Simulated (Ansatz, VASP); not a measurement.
# C: VASP beside Ansatz

```
CELL_PARAMETERS angstrom
0.00000 2.12700 3.34800
1.22800 0.00000 3.34800
1.22800 2.12700 0.00000
ATOMIC_POSITIONS crystal
C 0.16667 0.83333 0.16667
C 0.83333 0.16667 0.83333
```

Alike in both runs: task single point; functional PBE; k mesh 14 × 14 × 14; occupations fermi-dirac, width 0.3 eV; no spin polarisation.

```csv
,VASP,Ansatz
version,VASP 6.6.1,Ansatz 0.2.0
potentials or method,"VASP PAW PBE potentials, release 64 (C), cutoff 520 eV","scalar-relativistic, plane waves, PAW"
valence electrons in the cell,8,8
```

Ansatz gave:

* pressure (GPa): 4.7
* traceless stress, the component that is largest in VASP (GPa): -0.81
* rms of the force components (eV/Å): 0.005

Task: What did VASP give for the same quantities?

Result: Pressure (GPa): 5.1; traceless stress, the component that is largest in VASP (GPa): -1.35; rms of the force components (eV/Å): 0.005.

Atom by atom the forces differ by 0.000 eV/Å (rms over components). With one functional, cell and mesh, what is left measures potentials, basis and numerics.
